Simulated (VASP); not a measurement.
# Li (Im-3m) in VASP: notebook

Li is run at these levels: r2SCAN; tasks: single point, relaxation of cell and atoms.

Everything below comes from runs of VASP 6.6.1. Logs are shortened: lines on timing, memory, paths and dates and some standing lists are left out, and cuts for length are marked.

### 1 The cell of the first run

Symmetry: Im-3m, No. 229, cubic system. Conventional cell: a = 3.475 Å, b = 3.475 Å, c = 3.475 Å, α = 90.00°, β = 90.00°, γ = 90.00°. Within 4.0 Å of Li (site symmetry m-3m) lie 14 Li at 3.01 to 3.48 Å.

### 2 Single point, r2SCAN

File POSCAR:

```
Li
1.0
   -1.7377064835      1.7377064835      1.7377064835
    1.7377064835     -1.7377064835      1.7377064835
    1.7377064835      1.7377064835     -1.7377064835
Li
1
Direct
    0.0000000000      0.0000000000      0.0000000000
```

File INCAR.step1:

```
SYSTEM = Li
PREC = Accurate ; ENCUT = 520
ISMEAR = 1 ; SIGMA = 0.1
LREAL = .False. ; LASPH = .True.
NELM = 100 ; NBANDS = 8
GGA = PE ; ALGO = Normal
EDIFF = 1E-4 ; LWAVE = .True.
LCHARG = .False.
```

File INCAR.step2:

```
SYSTEM = Li
PREC = Accurate ; ENCUT = 520
EDIFF = 1E-6 ; ISMEAR = 1
SIGMA = 0.1 ; LREAL = .False.
LASPH = .True. ; NELM = 100
ALGO = Normal ; ISIF = 2
LWAVE = .False. ; LCHARG = .True.
METAGGA = R2SCAN ; LMIXTAU = .True.
LELF = .True. ; LVHAR = .True.
NBANDS = 8 ; ISTART = 1
```

File KPOINTS:

```
regular mesh
0
Gamma
  11 11 11
  0 0 0
```

Potentials or basis: VASP PAW PBE potentials, release 64 (Li_sv).

Launch:

```bash
$ cat potpaw_PBE.64/Li_sv/POTCAR > POTCAR
$ cp INCAR.step1 INCAR
$ mpirun -np 1 vasp_std > vasp.out
$ cp INCAR.step2 INCAR
$ mpirun -np 1 vasp_std > vasp.out
```

OUTCAR:

```text
SYSTEM = Li
   PREC = Accurate
   ENCUT = 520
   EDIFF = 1E-6
   ISMEAR = 1
   LREAL = .False.
   LASPH = .True.
   NELM = 100
   ISIF = 2
   METAGGA = R2SCAN
   ISTART = 1

 ion  position               nearest neighbor table
   1  0.000  0.000  0.000-

  LATTYP: Found a body centered cubic cell.
 ALAT       =     3.4754129670

  Lattice vectors:

 A1 = (  -1.7377064835,   1.7377064835,   1.7377064835)
 A2 = (   1.7377064835,  -1.7377064835,   1.7377064835)
 A3 = (   1.7377064835,   1.7377064835,  -1.7377064835)

Analysis of symmetry for initial positions (statically):
=====================================================================
 Subroutine PRICEL returns:
 Original cell was already a primitive cell.

 Routine SETGRP: Setting up the symmetry group for a
 body centered cubic supercell.

 Subroutine GETGRP returns: Found 48 space group operations
 (whereof 48 operations were pure point group operations)
 out of a pool of 48 trial point group operations.

The static configuration has the point symmetry O_h .

Analysis of symmetry for dynamics (positions and initial velocities):
=====================================================================
 Subroutine PRICEL returns:
 Original cell was already a primitive cell.

 Routine SETGRP: Setting up the symmetry group for a
 body centered cubic supercell.

 Subroutine GETGRP returns: Found 48 space group operations
 (whereof 48 operations were pure point group operations)
 out of a pool of 48 trial point group operations.

The dynamic configuration has the point symmetry O_h .

 Subroutine INISYM returns: Found 48 space group operations
 (whereof 48 operations are pure point group operations),
 and found     1 'primitive' translations

----------------------------------------------------------------------------------------

                                     Primitive cell

  volume of cell :      20.9889

  direct lattice vectors                    reciprocal lattice vectors
    -1.737706484  1.737706484  1.737706484     0.000000000  0.287735590  0.287735590
     1.737706484 -1.737706484  1.737706484     0.287735590  0.000000000  0.287735590
     1.737706484  1.737706484 -1.737706484     0.287735590  0.287735590  0.000000000

  length of vectors
     3.009795918  3.009795918  3.009795918     0.406919574  0.406919574  0.406919574

  position of ions in fractional coordinates (direct lattice)
     0.000000000  0.000000000  0.000000000

  ion indices of the primitive-cell ions
   primitive index   ion index
                 1           1

----------------------------------------------------------------------------------------

 KPOINTS: regular mesh

Automatic generation of k-mesh.
 Grid dimensions read from file:
 generate k-points for:   11   11   11

 Generating k-lattice:

  Cartesian coordinates                     Fractional coordinates (reciprocal lattice)
     0.000000000  0.026157781  0.026157781     0.090909091  0.000000000  0.000000000
     0.026157781  0.000000000  0.026157781     0.000000000  0.090909091  0.000000000
     0.026157781  0.026157781  0.000000000     0.000000000  0.000000000  0.090909091

  Length of vectors
     0.036992689  0.036992689  0.036992689

  Shift w.r.t. Gamma in fractional coordinates (k-lattice)
     0.000000000  0.000000000  0.000000000

 Subroutine IBZKPT returns following result:
 ===========================================

 Found     56 irreducible k-points:

 Following reciprocal coordinates:
            Coordinates               Weight
  0.000000  0.000000  0.000000      1.000000
  0.090909  0.000000  0.000000     12.000000
  0.181818  0.000000  0.000000     12.000000
  0.272727  0.000000  0.000000     12.000000
  0.363636  0.000000  0.000000     12.000000
  0.454545  0.000000  0.000000     12.000000
[... 16 lines left out ...]
  0.272727  0.181818  0.090909     48.000000
  0.363636  0.181818  0.090909     24.000000
 [... further k-points ...]
   k-points           NKPTS =     56   k-points in BZ     NKDIM =     56   number of bands    NBANDS=      8
   number of dos      NEDOS =    301   number of ions     NIONS =      1
   total plane-waves  NPLWV =  13824
   dimension x,y,z NGX =    24 NGY =   24 NGZ =   24
   dimension x,y,z NGXF=    48 NGYF=   48 NGZF=   48
   ions per type =               1
   NGX,Y,Z   is equivalent  to a cutoff of  13.26, 13.26, 13.26 a.u.
   NGXF,Y,Z  is equivalent  to a cutoff of  26.51, 26.51, 26.51 a.u.
 SYSTEM =  Li
   PREC   = accura    normal or accurate (medium, high low for compatibility)
   ISTART =      1    job   : 0-new  1-cont  2-samecut
   ICHARG =      0    charge: 1-file 2-atom 10-const
   ISPIN  =      1    spin polarized calculation?
   LNONCOLLINEAR =      F non collinear calculations
   LSORBIT =      F    spin-orbit coupling
   LASPH  =      T    aspherical Exc in radial PAW
   ENCUT  =  520.0 eV  38.22 Ry    6.18 a.u.   5.60  5.60  5.60*2*pi/ulx,y,z
   NELM   =    100;   NELMIN=  2; NELMDL=  0     # of ELM steps
   EDIFF  = 0.1E-05   stopping-criterion for ELM
   LREAL  =      F    real-space projection
   EDIFFG = 0.1E-04   stopping-criterion for IOM
   NSW    =      0    number of steps for IOM
   IBRION =     -1    ionic relax: 0-MD 1-quasi-New 2-CG
   NFREE  =      0    steps in history (QN), initial steepest desc. (CG)
   ISIF   =      2    stress and relaxation
   ISYM   =      2    0-nonsym 1-usesym 2-fastsym
   POTIM  = 0.5000    time-step for ionic-motion
   TEBEG  =    0.0;   TEEND  =   0.0 temperature during run
   PSTRESS=    0.0 pullay stress
   NELECT =       3.0000    total number of electrons
   NUPDOWN=      -1.0000    fix difference up-down
   EMIN   =  10.00;   EMAX   =-10.00  energy-range for DOS
   EFERMI =   0.00;   METHOD = LEGACY
   ISMEAR =     1;   SIGMA  =   0.10  broadening in eV -4-tet -1-fermi 0-gaus
   EFERMI_NEDOS =   21; number of points for ismear=-14 and -15
   IALGO  =     38    algorithm
   IMIX   =      4    mixing-type and parameters
     AMIX     =   0.40;   BMIX     =  1.00
     AMIX_MAG =   1.60;   BMIX_MAG =  1.00
  volume/ion in A,a.u.               =      20.99       141.64
  Fermi-wavevector in a.u.,A,eV,Ry     =   0.855957  1.617525  9.968487  0.732663
  Thomas-Fermi vector in A             =   1.972786
   LORBIT       =      0    0 simple, 1 ext, 2 COOP (PROOUT), +10 PAW based schemes
   METAGGA = R2SCAN    functional components
   LHFCALC =     F    Hartree Fock is set to
   AEXX    =    0.0000 exact exchange contribution
   IVDW    =     0    specifies the selected vdW correction
   LEPSILON=     F    determine dielectric tensor
   LRPA    =     F    only Hartree local field effects (RPA)
 non-spin polarized calculation
 Methfessel and Paxton  Order N= 1 SIGMA  =   0.10
  energy-cutoff  :      520.00
  volume of cell :       20.99
 maximum number of plane-waves:       577
   NGX = 11   NGY = 11   NGZ = 11

 number of electron       2.9999991 magnetization

 Free energy of the ion-electron system (eV)
  ---------------------------------------------------
  ext. energy  EPLUGINS =         0.00000000
  ---------------------------------------------------
  free energy    TOTEN  =        -2.38468975 eV

  energy without entropy =       -2.38389413  energy(sigma->0) =       -2.38442454

 E-fermi :   0.5466     XC(G=0):  -7.3570

 val. band max:        0.5221600427   @ k =  -0.3636   0.4545   0.0909
 cond. band min:       0.5645647071   @ k =   0.4545   0.0000   0.0000
 fundamental gap:      0.0424046644
 Fermi energy:         0.5465577323

 k-point     1 :       0.0000    0.0000    0.0000
  band No.  band energies     occupation
      1     -47.6030      2.00000
      2      -3.2734      2.00000
      3      16.4752      0.00000
      4      16.4767      0.00000
      5      16.4767      0.00000
      6      20.6394      0.00000
      7      20.6397      0.00000
      8      20.6397      0.00000

 k-point     2 :       0.0909    0.0000    0.0000
  band No.  band energies     occupation
      1     -47.6017      2.00000
      2      -3.1060      2.00000
      3      15.1436      0.00000
      4      15.6047      0.00000
      5      16.1404      0.00000
      6      19.0913      0.00000
      7      19.1094      0.00000
      8      20.8614      0.00000

 k-point     3 :       0.1818    0.0000    0.0000
  band No.  band energies     occupation
      1     -47.5979      2.00000
      2      -2.6018      2.00000
      3      12.1217      0.00000
      4      14.2089      0.00000
      5      15.3010      0.00000
      6      17.3773      0.00000
      7      18.3561      0.00000
      8      20.8205      0.00000

 k-point     4 :       0.2727    0.0000    0.0000
  band No.  band energies     occupation
      1     -47.5928      2.00000
      2      -1.7648      2.00000
      3       9.0174      0.00000
      4      13.0344      0.00000
      5      14.3855      0.00000
      6      16.0655      0.00000
      7      18.2418      0.00000
      8      21.5803      0.00000

 k-point     5 :       0.3636    0.0000    0.0000
  band No.  band energies     occupation
      1     -47.5882      2.00000
      2      -0.6306      2.00000
      3       6.3002      0.00000
      4      12.2236      0.00000
      5      13.6862      0.00000
      6      15.1863      0.00000
      7      18.3867      0.00000
      8      22.8640      0.00000
[... 177 lines left out ...]
 k-point    22 :       0.1818    0.1818    0.0909
  band No.  band energies     occupation
      1     -47.5879      2.00000
      2      -0.4222      2.00000
      3       7.5090      0.00000
      4       8.8120      0.00000
      5      11.1221      0.00000
      6      20.8231      0.00000
      7      21.0197      0.00000
      8      23.7823      0.00000

 k-point    23 :       0.2727    0.1818    0.0909
  band No.  band energies     occupation
      1     -47.5852      2.00000
      2       0.8688     -0.00005
      3       5.3437      0.00000
      4       7.9333      0.00000
      5      10.6979      0.00000
      6      21.1863      0.00000
      7      21.8730      0.00000
      8      24.8157      0.00000

 k-point    24 :       0.3636    0.1818    0.0909
  band No.  band energies     occupation
      1     -47.5842      2.00000
      2       1.8639     -0.00000
      3       3.9979      0.00000
      4       7.6904      0.00000
      5      10.5572      0.00000
      6      21.1971      0.00000
      7      22.3016      0.00000
      8      25.7741      0.00000

 [... further k-points ...]

------------------------ aborting loop because EDIFF is reached ----------------------------------------

  FORCE on cell =-STRESS in cart. coord.  units (eV):
  Direction    XX          YY          ZZ          XY          YZ          ZX
  --------------------------------------------------------------------------------------
  -------------------------------------------------------------------------------------
  Total       -0.0293562     -0.0293562     -0.0293562      0.0000000     -0.0000000      0.0000000
  in kB       -2.2408896     -2.2408896     -2.2408896      0.0000000     -0.0000000      0.0000000
  external PRESSURE =      -2.2408896 kB  Pullay stress =       0.0000000 kB

 VOLUME and BASIS-vectors are now :
 -----------------------------------------------------------------------------
  energy-cutoff  :      520.00
  volume of cell :       20.99
      direct lattice vectors                 reciprocal lattice vectors
    -1.737706484  1.737706484  1.737706484     0.000000000  0.287735590  0.287735590
     1.737706484 -1.737706484  1.737706484     0.287735590  0.000000000  0.287735590
     1.737706484  1.737706484 -1.737706484     0.287735590  0.287735590  0.000000000

 POSITION                                       TOTAL-FORCE (eV/Angst)
 -----------------------------------------------------------------------------------
      0.00000      0.00000      0.00000         0.000000      0.000000      0.000000
 -----------------------------------------------------------------------------------
    total drift:                                0.000000      0.000000     -0.000000

  FREE ENERGIE OF THE ION-ELECTRON SYSTEM (eV)
  ---------------------------------------------------
  free  energy   TOTEN  =        -2.3846897482 eV

  energy  without entropy=       -2.3838941282  energy(sigma->0) =       -2.38442454
```

It took 17 s on 1 thread of Intel Xeon 6975P-C (Granite Rapids), shared host; peak memory 0.13 GiB.

Results:

- Free energy: -2.3847 eV
- Band gap on the k mesh: zero (an odd number of electrons rules out a gap without spin polarisation)

Caveat: the cutoff is under 1.25 times the usual one of these potentials, so pressure, stress and relaxed cells hold a basis-set (Pulay) error; the PAW data sets were made with another functional, which shifts forces and pressure a little.

### 3 Relaxation of cell and atoms, r2SCAN

This run uses another cell than the first one, of 21.61 Å³/atom.

File POSCAR:

```
Li
1.0
   -1.7546500000      1.7546500000      1.7546500000
    1.7546500000     -1.7546500000      1.7546500000
    1.7546500000      1.7546500000     -1.7546500000
Li
1
Direct
    0.0000000000      0.0000000000      0.0000000000
```

File INCAR.step1:

```
SYSTEM = Li
PREC = Accurate ; ENCUT = 600
ISMEAR = 1 ; SIGMA = 0.1
LREAL = .FALSE. ; LASPH = .TRUE.
NELM = 100 ; GGA = PE
ALGO = Normal ; EDIFF = 1E-4
LWAVE = .TRUE. ; LCHARG = .FALSE.
```

File INCAR.step2:

```
SYSTEM = Li
PREC = Accurate ; ENCUT = 600
EDIFF = 1E-6 ; ISMEAR = 1
SIGMA = 0.1 ; LREAL = .FALSE.
LASPH = .TRUE. ; NELM = 100
ALGO = Normal ; ISIF = 3
LWAVE = .FALSE. ; LCHARG = .FALSE.
METAGGA = R2SCAN ; LMIXTAU = .TRUE.
IBRION = 2 ; NSW = 80
EDIFFG = -0.05 ; ISTART = 1
```

File KPOINTS:

```
Automatic mesh
0
G
  11 11 11
  0 0 0
```

Potentials or basis: VASP PAW PBE potentials, release 64 (Li_sv).

Launch:

```bash
$ cat potpaw_PBE.64/Li_sv/POTCAR > POTCAR
$ cp INCAR.step1 INCAR
$ mpirun -np 1 vasp_std > vasp.out
$ cp INCAR.step2 INCAR
$ mpirun -np 1 vasp_std > vasp.out
```

OUTCAR:

```text
SYSTEM = Li
   PREC = Accurate
   ENCUT = 600
   EDIFF = 1E-6
   ISMEAR = 1
   LREAL = .FALSE.
   LASPH = .TRUE.
   NELM = 100
   ISIF = 3
   METAGGA = R2SCAN
   IBRION = 2
   NSW = 80
   EDIFFG = -0.05
   ISTART = 1

 ion  position               nearest neighbor table
   1  0.000  0.000  0.000-

  LATTYP: Found a body centered cubic cell.
 ALAT       =     3.5093000000

  Lattice vectors:

 A1 = (  -1.7546500000,   1.7546500000,   1.7546500000)
 A2 = (   1.7546500000,  -1.7546500000,   1.7546500000)
 A3 = (   1.7546500000,   1.7546500000,  -1.7546500000)

Analysis of symmetry for initial positions (statically):
[... 247 lines left out ...]
  ---------------------------------------------------
  free energy    TOTEN  =        -2.38700142 eV

  energy without entropy =       -2.38620115  energy(sigma->0) =       -2.38673466

 E-fermi :   0.5584     XC(G=0):  -7.3691

 val. band max:        0.5341379403   @ k =  -0.3636   0.4545   0.0909
 cond. band min:       0.5757489918   @ k =   0.4545   0.0000   0.0000
 fundamental gap:      0.0416110515
 Fermi energy:         0.5583648045

 k-point     1 :       0.0000    0.0000    0.0000
  band No.  band energies     occupation
      1     -47.5704      2.00000
      2      -3.2698      2.00000
      3      16.5389      0.00000
      4      16.5402      0.00000
      5      16.5402      0.00000
[... 177 lines left out ...]
 k-point    24 :       0.3636    0.1818    0.0909
  band No.  band energies     occupation
      1     -47.5516      2.00000
      2       1.8788     -0.00000
      3       4.0223      0.00000
      4       7.7263      0.00000
      5      10.6063      0.00000

 [... further k-points ...]

------------------------ aborting loop because EDIFF is reached ----------------------------------------

  FORCE on cell =-STRESS in cart. coord.  units (eV):
  Direction    XX          YY          ZZ          XY          YZ          ZX
  --------------------------------------------------------------------------------------
  -------------------------------------------------------------------------------------
  Total       -0.0158792     -0.0158792     -0.0158792      0.0000000     -0.0000000     -0.0000000
  in kB       -1.2187595     -1.2187595     -1.2187595      0.0000000     -0.0000000     -0.0000000
  external PRESSURE =      -1.2187595 kB  Pullay stress =       0.0000000 kB
[... 16 lines left out ...]
  FREE ENERGIE OF THE ION-ELECTRON SYSTEM (eV)
  ---------------------------------------------------
  free  energy   TOTEN  =        -2.3870014176 eV

  energy  without entropy=       -2.3862011456  energy(sigma->0) =       -2.38673466

 reached required accuracy - stopping structural energy minimisation
```

OSZICAR.step1:

```text
N       E                     dE             d eps       ncg     rms          rms(c)
DAV:   1     0.555460347028E+00    0.55546E+00   -0.78893E+02   560   0.472E+02
DAV:   2    -0.177567121558E+01   -0.23311E+01   -0.21924E+01   775   0.585E+01
DAV:   3    -0.190154745792E+01   -0.12588E+00   -0.12570E+00   710   0.104E+01
DAV:   4    -0.190587880346E+01   -0.43313E-02   -0.43312E-02   735   0.177E+00
DAV:   5    -0.190591670902E+01   -0.37906E-04   -0.37906E-04   710   0.161E-01    0.255E-01
DAV:   6    -0.190478742692E+01    0.11293E-02   -0.27272E-04   890   0.112E-01    0.145E-01
DAV:   7    -0.190415912966E+01    0.62830E-03   -0.65454E-04  1020   0.166E-01    0.265E-02
DAV:   8    -0.190415995931E+01   -0.82965E-06   -0.19200E-05   325   0.381E-02
   1 F= -.19041600E+01 E0= -.19039098E+01  d E =-.750332E-03
```

It took 34 s on 1 thread of Intel Xeon 6975P-C (Granite Rapids), shared host; peak memory 0.13 GiB.

What came out:

| Property | Result |
| --- | --- |
| Free energy | -2.3870 eV |
| Relaxed volume | 20.87 Å³/atom |
| Relaxed cell | a = 3.004 Å, b = 3.004 Å, c = 3.004 Å, α = 109.47°, β = 109.47°, γ = 109.47° |
| Space group after relaxing (to 0.1 Å) | Im-3m (No. 229) |
| Energy gained by relaxing | 0.8 meV/atom |
| Ionic steps | 3 |
| Pressure after relaxing | -0.1 GPa |
| Band gap on the k mesh | zero (an odd number of electrons rules out a gap without spin polarisation) |

The path:
| step | energy change (eV) | largest force (eV/Å) | pressure (GPa) | volume (Å³) |
| --- | --- | --- | --- | --- |
| 1 | 0.0000 | 0.0000 | -0.44 | 21.61 |
| 2 | -0.0005 | 0.0000 | -0.48 | 21.42 |
| 3 | -0.0008 | 0.0000 | -0.12 | 20.87 |

Final structure:
```cif
data_structure
_symmetry_space_group_name_H-M 'P 1'
_symmetry_Int_Tables_number 1
_cell_length_a 3.0043
_cell_length_b 3.0043
_cell_length_c 3.0043
_cell_angle_alpha 109.471
_cell_angle_beta 109.471
_cell_angle_gamma 109.471
_cell_volume 20.87
loop_
_atom_site_label
_atom_site_type_symbol
_atom_site_fract_x
_atom_site_fract_y
_atom_site_fract_z
_atom_site_occupancy
Li1 Li 0.00000 0.00000 0.00000 1
```

Caveat: the cutoff is under 1.25 times the usual one of these potentials, so pressure, stress and relaxed cells hold a basis-set (Pulay) error; the PAW data sets were made with another functional, which shifts forces and pressure a little.
